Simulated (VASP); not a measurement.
# Ag (Im-3m) in VASP: notebook

The runs below take Ag through relaxation of cell and atoms, single point, with PBEsol.

All numbers are computed with VASP 6.6.1; they aren't measurements. Logs are shortened: lines on timing, memory, paths and dates and some standing lists are left out, and cuts for length are marked.

### 1 The cell of the first run

It takes space group Im-3m (No. 229, cubic). Conventional cell: a = 3.215 Å, b = 3.215 Å, c = 3.215 Å, α = 90.00°, β = 90.00°, γ = 90.00°. Ag (site symmetry m-3m) has 14 Ag at 2.78 to 3.21 Å within 3.7 Å.

This isn't the form of Ag at room conditions, which is fcc.

### 2 Relaxation of cell and atoms, PBEsol, target pressure 1 GPa, at which the enthalpy is minimised

INCAR reads:

```
SYSTEM = Ag
PREC = Accurate
ENCUT = 600
EDIFF = 1E-6
ISMEAR = 0
SIGMA = 0.1
LREAL = .False.
LASPH = .True.
NELM = 60
ALGO = Fast
ISIF = 3
LWAVE = .False.
LCHARG = .False.
GGA = PS
IBRION = 2
NSW = 70
EDIFFG = -0.008
PSTRESS = 10.0
```

KPOINTS reads:

```
Automatic mesh
0
Gamma
  18 18 18
  0 0 0
```

POSCAR reads:

```
Ag
1.0
   -1.6073702131      1.6073702131      1.6073702131
    1.6073702131     -1.6073702131      1.6073702131
    1.6073702131      1.6073702131     -1.6073702131
Ag
1
Direct
    0.0000000000      0.0000000000      0.0000000000
```

Potentials or basis: VASP PAW PBE potentials, release 64 (Ag).

The run is started by

```
$ cat potpaw_PBE.64/Ag/POTCAR > POTCAR
$ mpirun -np 1 vasp_std > vasp.out
```

OUTCAR:

```text
SYSTEM = Ag
   PREC = Accurate
   ENCUT = 600
   EDIFF = 1E-6
   ISMEAR = 0
   LREAL = .False.
   LASPH = .True.
   NELM = 60
   ISIF = 3
   GGA = PS
   IBRION = 2
   NSW = 70
   EDIFFG = -0.008
   PSTRESS = 10.0

 ion  position               nearest neighbor table
   1  0.000  0.000  0.000-

  LATTYP: Found a body centered cubic cell.
 ALAT       =     3.2147404262

  Lattice vectors:

 A1 = (  -1.6073702131,   1.6073702131,   1.6073702131)
 A2 = (   1.6073702131,  -1.6073702131,   1.6073702131)
 A3 = (   1.6073702131,   1.6073702131,  -1.6073702131)

Analysis of symmetry for initial positions (statically):
=====================================================================
 Subroutine PRICEL returns:
 Original cell was already a primitive cell.

 Routine SETGRP: Setting up the symmetry group for a
 body centered cubic supercell.

 Subroutine GETGRP returns: Found 48 space group operations
 (whereof 48 operations were pure point group operations)
 out of a pool of 48 trial point group operations.

The static configuration has the point symmetry O_h .

Analysis of symmetry for dynamics (positions and initial velocities):
=====================================================================
 Subroutine PRICEL returns:
 Original cell was already a primitive cell.

 Routine SETGRP: Setting up the symmetry group for a
 body centered cubic supercell.

 Subroutine GETGRP returns: Found 48 space group operations
 (whereof 48 operations were pure point group operations)
 out of a pool of 48 trial point group operations.

The dynamic configuration has the point symmetry O_h .

 Subroutine INISYM returns: Found 48 space group operations
 (whereof 48 operations are pure point group operations),
 and found     1 'primitive' translations

----------------------------------------------------------------------------------------

                                     Primitive cell

  volume of cell :      16.6115

  direct lattice vectors                    reciprocal lattice vectors
    -1.607370213  1.607370213  1.607370213     0.000000000  0.311067106  0.311067106
     1.607370213 -1.607370213  1.607370213     0.311067106  0.000000000  0.311067106
     1.607370213  1.607370213 -1.607370213     0.311067106  0.311067106  0.000000000

  length of vectors
     2.784046876  2.784046876  2.784046876     0.439915320  0.439915320  0.439915320

  position of ions in fractional coordinates (direct lattice)
     0.000000000  0.000000000  0.000000000

  ion indices of the primitive-cell ions
   primitive index   ion index
[... 83 lines left out ...]
   PSTRESS=   10.0 pullay stress
   NELECT =      11.0000    total number of electrons
   NUPDOWN=      -1.0000    fix difference up-down
   EMIN   =  10.00;   EMAX   =-10.00  energy-range for DOS
   EFERMI =   0.00;   METHOD = LEGACY
   ISMEAR =     0;   SIGMA  =   0.10  broadening in eV -4-tet -1-fermi 0-gaus
   EFERMI_NEDOS =   21; number of points for ismear=-14 and -15
   IALGO  =     68    algorithm
   IMIX   =      4    mixing-type and parameters
     AMIX     =   0.40;   BMIX     =  1.00
     AMIX_MAG =   1.60;   BMIX_MAG =  1.00
  volume/ion in A,a.u.               =      16.61       112.10
  Fermi-wavevector in a.u.,A,eV,Ry     =   1.426932  2.696510 27.703281  2.036134
  Thomas-Fermi vector in A             =   2.547156
   LORBIT       =      0    0 simple, 1 ext, 2 COOP (PROOUT), +10 PAW based schemes
   GGA     = PS    functional components
   LHFCALC =     F    Hartree Fock is set to
   AEXX    =    0.0000 exact exchange contribution
   IVDW    =     0    specifies the selected vdW correction
   LEPSILON=     F    determine dielectric tensor
   LRPA    =     F    only Hartree local field effects (RPA)
 conjugate gradient relaxation of ions
 non-spin polarized calculation
 RMM-DIIS sequential band-by-band and
 Gauss-broadening in eV      SIGMA  =   0.10
  energy-cutoff  :      600.00
  volume of cell :       16.61
 maximum number of plane-waves:       586
 NGX is ok and might be reduce to    24
   NGX = 11   NGY = 11   NGZ = 11

 number of electron      10.9999997 magnetization

 Free energy of the ion-electron system (eV)
  ---------------------------------------------------
  ext. energy  EPLUGINS =         0.00000000
  ---------------------------------------------------
  free energy    TOTEN  =        -3.26694333 eV

  energy without entropy =       -3.26395046  energy(sigma->0) =       -3.26544689

 E-fermi :   8.5983     XC(G=0): -12.5686

 val. band max:        8.5786639524   @ k =  -0.3889   0.4444   0.1111
 cond. band min:       8.6129975047   @ k =   0.2778   0.1667   0.0556
 fundamental gap:      0.0343335523
 Fermi energy:         8.5983126870

 k-point     1 :       0.0000    0.0000    0.0000
  band No.  band energies     occupation
      1       0.5813      2.00000
      2       3.6090      2.00000
      3       3.6090      2.00000
      4       3.6090      2.00000
      5       5.0175      2.00000
      6       5.0175      2.00000
      7      26.6376      0.00000
      8      26.6376      0.00000
      9      26.6376      0.00000
[... 265 lines left out ...]
 k-point    24 :       0.3889    0.1111    0.0000
  band No.  band energies     occupation
      1       2.2413      2.00000
      2       2.8725      2.00000
      3       4.8225      2.00000
      4       4.9506      2.00000
      5       5.5942      2.00000
      6       8.6873      0.20829
      7      13.8157      0.00000
      8      20.7776      0.00000
      9      22.9203      0.00000

 [... further k-points ...]

------------------------ aborting loop because EDIFF is reached ----------------------------------------

  FORCE on cell =-STRESS in cart. coord.  units (eV):
  Direction    XX          YY          ZZ          XY          YZ          ZX
  --------------------------------------------------------------------------------------
  -------------------------------------------------------------------------------------
  Total        0.1110027      0.1110027      0.1110027      0.0000000      0.0000000      0.0000000
  in kB       10.7062246     10.7062246     10.7062246      0.0000000      0.0000000      0.0000000
  external PRESSURE =       0.7062246 kB  Pullay stress =      10.0000000 kB

 VOLUME and BASIS-vectors are now :
 -----------------------------------------------------------------------------
  energy-cutoff  :      600.00
  volume of cell :       16.61
      direct lattice vectors                 reciprocal lattice vectors
    -1.607370213  1.607370213  1.607370213     0.000000000  0.311067106  0.311067106
     1.607370213 -1.607370213  1.607370213     0.311067106  0.000000000  0.311067106
     1.607370213  1.607370213 -1.607370213     0.311067106  0.311067106  0.000000000

 POSITION                                       TOTAL-FORCE (eV/Angst)
 -----------------------------------------------------------------------------------
      0.00000      0.00000      0.00000        -0.000000      0.000000     -0.000000
 -----------------------------------------------------------------------------------
    total drift:                                0.000000      0.000000     -0.000000

  FREE ENERGIE OF THE ION-ELECTRON SYSTEM (eV)
  ---------------------------------------------------
  free  energy   TOTEN  =        -3.2669433273 eV

  energy  without entropy=       -3.2639504552  energy(sigma->0) =       -3.26544689

  enthalpy is  TOTEN    =        -3.1632628097 eV   P V=        0.1036805176

 reached required accuracy - stopping structural energy minimisation
```

CONTCAR:

```text
Ag
   1.00000000000000
    -1.6073702131000001    1.6073702131000001    1.6073702131000001
     1.6073702131000001   -1.6073702131000001    1.6073702131000001
     1.6073702131000001    1.6073702131000001   -1.6073702131000001
  Ag
     1
Direct
     0.0000000000000000    0.0000000000000000    0.0000000000000000

  0.00000000E+00  0.00000000E+00  0.00000000E+00
```

Run time: 19 s. Hardware: 1 thread of Intel Xeon 8259CL, shared host; peak memory 0.17 GiB.

Results:

```yaml
Free_energy: -3.2669 eV
Pressure_after_relaxing: 1.1 GPa
Band_gap_on_the_k_mesh: zero (an odd number of electrons rules out a gap without spin polarisation)
```

Final structure:
```
CELL_PARAMETERS angstrom
-1.60737 1.60737 1.60737
1.60737 -1.60737 1.60737
1.60737 1.60737 -1.60737
ATOMIC_POSITIONS crystal
Ag 0.00000 0.00000 0.00000
```

Caveat: the relaxation stopped at its first step, so nothing moved; the cell is relaxed towards a set pressure, so the run minimises the enthalpy, not the energy; the PAW data sets were made with another functional, which shifts forces and pressure a little.

### 3 Single point, PBEsol (16.44 Å³/atom)

This run uses another cell than the first one, of 16.44 Å³/atom.

INCAR reads:

```
  PREC = Accurate
  ENCUT = 520
  EDIFF = 1E-7
  ISMEAR = -1
  SIGMA = 0.15
  LREAL = F
  LASPH = T
  NELM = 100
  ALGO = Normal
  ISIF = 2
  LWAVE = F
  LCHARG = F
  GGA = PS
  NBANDS = 12
```

KPOINTS reads:

```
regular mesh
0
Gamma
  20 20 20
```

POSCAR reads:

```
Ag
1.0
   -1.6018794978      1.6018794978      1.6018794978
    1.6018794978     -1.6018794978      1.6018794978
    1.6018794978      1.6018794978     -1.6018794978
Ag
1
Direct
    0.0000000000      0.0000000000      0.0000000000
```

Potentials or basis: VASP PAW PBE potentials, release 64 (Ag).

The run is started by

```
$ cat potpaw_PBE.64/Ag/POTCAR > POTCAR
$ mpirun -np 1 vasp_std > vasp.out
```

OUTCAR:

```text
PREC = Accurate
   ENCUT = 520
   EDIFF = 1E-7
   ISMEAR = -1
   LREAL = F
   LASPH = T
   NELM = 100
   ISIF = 2
   GGA = PS

 ion  position               nearest neighbor table
   1  0.000  0.000  0.000-

  LATTYP: Found a body centered cubic cell.
 ALAT       =     3.2037589956

  Lattice vectors:

 A1 = (  -1.6018794978,   1.6018794978,   1.6018794978)
 A2 = (   1.6018794978,  -1.6018794978,   1.6018794978)
 A3 = (   1.6018794978,   1.6018794978,  -1.6018794978)

Analysis of symmetry for initial positions (statically):
=====================================================================
 Subroutine PRICEL returns:
 Original cell was already a primitive cell.

 Routine SETGRP: Setting up the symmetry group for a
 body centered cubic supercell.

 Subroutine GETGRP returns: Found 48 space group operations
 (whereof 48 operations were pure point group operations)
 out of a pool of 48 trial point group operations.

The static configuration has the point symmetry O_h .

Analysis of symmetry for dynamics (positions and initial velocities):
=====================================================================
 Subroutine PRICEL returns:
 Original cell was already a primitive cell.

 Routine SETGRP: Setting up the symmetry group for a
 body centered cubic supercell.

 Subroutine GETGRP returns: Found 48 space group operations
 (whereof 48 operations were pure point group operations)
 out of a pool of 48 trial point group operations.

The dynamic configuration has the point symmetry O_h .

 Subroutine INISYM returns: Found 48 space group operations
 (whereof 48 operations are pure point group operations),
 and found     1 'primitive' translations

----------------------------------------------------------------------------------------

                                     Primitive cell

  volume of cell :      16.4418

  direct lattice vectors                    reciprocal lattice vectors
    -1.601879498  1.601879498  1.601879498     0.000000000  0.312133341  0.312133341
     1.601879498 -1.601879498  1.601879498     0.312133341  0.000000000  0.312133341
     1.601879498  1.601879498 -1.601879498     0.312133341  0.312133341  0.000000000

  length of vectors
     2.774536678  2.774536678  2.774536678     0.441423205  0.441423205  0.441423205

  position of ions in fractional coordinates (direct lattice)
     0.000000000  0.000000000  0.000000000

  ion indices of the primitive-cell ions
   primitive index   ion index
                 1           1

----------------------------------------------------------------------------------------

 KPOINTS: regular mesh

Automatic generation of k-mesh.
 Grid dimensions read from file:
 generate k-points for:   20   20   20

 Generating k-lattice:

  Cartesian coordinates                     Fractional coordinates (reciprocal lattice)
     0.000000000  0.015606667  0.015606667     0.050000000  0.000000000  0.000000000
     0.015606667  0.000000000  0.015606667     0.000000000  0.050000000  0.000000000
     0.015606667  0.015606667  0.000000000     0.000000000  0.000000000  0.050000000

  Length of vectors
     0.022071160  0.022071160  0.022071160

  Shift w.r.t. Gamma in fractional coordinates (k-lattice)
     0.000000000  0.000000000  0.000000000

 Subroutine IBZKPT returns following result:
 ===========================================

 Found    256 irreducible k-points:

 Following reciprocal coordinates:
            Coordinates               Weight
  0.000000  0.000000  0.000000      1.000000
  0.050000  0.000000  0.000000     12.000000
  0.100000  0.000000  0.000000     12.000000
  0.150000  0.000000  0.000000     12.000000
  0.200000  0.000000  0.000000     12.000000
  0.250000  0.000000  0.000000     12.000000
[... 16 lines left out ...]
  0.200000  0.100000 -0.000000     48.000000
  0.250000  0.100000  0.000000     48.000000
 [... further k-points ...]
   k-points           NKPTS =    256   k-points in BZ     NKDIM =    256   number of bands    NBANDS=     12
   number of dos      NEDOS =    301   number of ions     NIONS =      1
   total plane-waves  NPLWV =  13824
   dimension x,y,z NGX =    24 NGY =   24 NGZ =   24
   dimension x,y,z NGXF=    48 NGYF=   48 NGZF=   48
   ions per type =               1
   NGX,Y,Z   is equivalent  to a cutoff of  14.38, 14.38, 14.38 a.u.
   NGXF,Y,Z  is equivalent  to a cutoff of  28.76, 28.76, 28.76 a.u.
 SYSTEM =  unknown system
   PREC   = accura    normal or accurate (medium, high low for compatibility)
   ISTART =      0    job   : 0-new  1-cont  2-samecut
   ICHARG =      2    charge: 1-file 2-atom 10-const
   ISPIN  =      1    spin polarized calculation?
   LNONCOLLINEAR =      F non collinear calculations
   LSORBIT =      F    spin-orbit coupling
   LASPH  =      T    aspherical Exc in radial PAW
   ENCUT  =  520.0 eV  38.22 Ry    6.18 a.u.   5.16  5.16  5.16*2*pi/ulx,y,z
   NELM   =    100;   NELMIN=  2; NELMDL= -5     # of ELM steps
   EDIFF  = 0.1E-06   stopping-criterion for ELM
   LREAL  =      F    real-space projection
   EDIFFG = 0.1E-05   stopping-criterion for IOM
   NSW    =      0    number of steps for IOM
   IBRION =     -1    ionic relax: 0-MD 1-quasi-New 2-CG
   NFREE  =      0    steps in history (QN), initial steepest desc. (CG)
   ISIF   =      2    stress and relaxation
   ISYM   =      2    0-nonsym 1-usesym 2-fastsym
   POTIM  = 0.5000    time-step for ionic-motion
   TEBEG  =    0.0;   TEEND  =   0.0 temperature during run
   PSTRESS=    0.0 pullay stress
   NELECT =      11.0000    total number of electrons
   NUPDOWN=      -1.0000    fix difference up-down
   EMIN   =  10.00;   EMAX   =-10.00  energy-range for DOS
   EFERMI =   0.00;   METHOD = LEGACY
   ISMEAR =    -1;   SIGMA  =   0.15  broadening in eV -4-tet -1-fermi 0-gaus
   EFERMI_NEDOS =   21; number of points for ismear=-14 and -15
   IALGO  =     38    algorithm
   IMIX   =      4    mixing-type and parameters
     AMIX     =   0.40;   BMIX     =  1.00
     AMIX_MAG =   1.60;   BMIX_MAG =  1.00
  volume/ion in A,a.u.               =      16.44       110.95
  Fermi-wavevector in a.u.,A,eV,Ry     =   1.431823  2.705752 27.893522  2.050116
  Thomas-Fermi vector in A             =   2.551517
   LORBIT       =      0    0 simple, 1 ext, 2 COOP (PROOUT), +10 PAW based schemes
   GGA     = PS    functional components
   LHFCALC =     F    Hartree Fock is set to
   AEXX    =    0.0000 exact exchange contribution
   IVDW    =     0    specifies the selected vdW correction
   LEPSILON=     F    determine dielectric tensor
   LRPA    =     F    only Hartree local field effects (RPA)
 non-spin polarized calculation
  energy-cutoff  :      520.00
  volume of cell :       16.44
 maximum number of plane-waves:       466
 NGX is ok and might be reduce to    24
   NGX = 11   NGY = 11   NGZ = 11

 number of electron      10.9999998 magnetization

 Free energy of the ion-electron system (eV)
  ---------------------------------------------------
  ext. energy  EPLUGINS =         0.00000000
  ---------------------------------------------------
  free energy    TOTEN  =        -3.27955962 eV

  energy without entropy =       -3.25669869  energy(sigma->0) =       -3.26812915

 E-fermi :   8.7581     XC(G=0): -12.6308

 val. band max:        8.7198061583   @ k =  -0.4000   0.4500   0.1000
 cond. band min:       8.7666540808   @ k =   0.3000   0.1500   0.0500
 fundamental gap:      0.0468479225
 Fermi energy:         8.7581383250

 k-point     1 :       0.0000    0.0000    0.0000
  band No.  band energies     occupation
      1       0.6511      2.00000
      2       3.7157      2.00000
      3       3.7157      2.00000
      4       3.7157      2.00000
      5       5.1484      2.00000
      6       5.1484      2.00000
      7      26.8201      0.00000
      8      26.8201      0.00000
      9      26.8201      0.00000
     10      33.5519      0.00000
     11      33.5519      0.00000
     12      33.7353      0.00000
[... 331 lines left out ...]
 k-point    24 :       0.2500    0.1000    0.0000
  band No.  band energies     occupation
      1       2.4895      2.00000
      2       3.1953      2.00000
      3       4.2230      2.00000
      4       4.8924      2.00000
      5       5.2756      2.00000
      6       5.9470      2.00000
      7      19.1810      0.00000
      8      22.7041      0.00000
      9      25.0383      0.00000
     10      28.6518      0.00000
     11      32.0309      0.00000
     12      32.3127      0.00000

 [... further k-points ...]

------------------------ aborting loop because EDIFF is reached ----------------------------------------

  FORCE on cell =-STRESS in cart. coord.  units (eV):
  Direction    XX          YY          ZZ          XY          YZ          ZX
  --------------------------------------------------------------------------------------
  -------------------------------------------------------------------------------------
  Total        0.2270997      0.2270997      0.2270997      0.0000000      0.0000000      0.0000000
  in kB       22.1298107     22.1298107     22.1298107      0.0000000      0.0000000      0.0000000
  external PRESSURE =      22.1298107 kB  Pullay stress =       0.0000000 kB

 VOLUME and BASIS-vectors are now :
 -----------------------------------------------------------------------------
  energy-cutoff  :      520.00
  volume of cell :       16.44
      direct lattice vectors                 reciprocal lattice vectors
    -1.601879498  1.601879498  1.601879498     0.000000000  0.312133341  0.312133341
     1.601879498 -1.601879498  1.601879498     0.312133341  0.000000000  0.312133341
     1.601879498  1.601879498 -1.601879498     0.312133341  0.312133341  0.000000000

 POSITION                                       TOTAL-FORCE (eV/Angst)
 -----------------------------------------------------------------------------------
      0.00000      0.00000      0.00000         0.000000      0.000000      0.000000
 -----------------------------------------------------------------------------------
    total drift:                                0.000000      0.000000     -0.000000

  FREE ENERGIE OF THE ION-ELECTRON SYSTEM (eV)
  ---------------------------------------------------
  free  energy   TOTEN  =        -3.2795596190 eV

  energy  without entropy=       -3.2566986909  energy(sigma->0) =       -3.26812915
```

Run time: 23 s. Hardware: 1 thread of Intel Xeon Platinum 8559C (Emerald Rapids), shared host; peak memory 0.17 GiB.

What came out:

```yaml
Free_energy: -3.2796 eV
Pressure: 2.2 GPa
Band_gap_on_the_k_mesh: zero (an odd number of electrons rules out a gap without spin polarisation)
```

Caveat: the PAW data sets were made with another functional, which shifts forces and pressure a little.

[end of part 1 of 2]
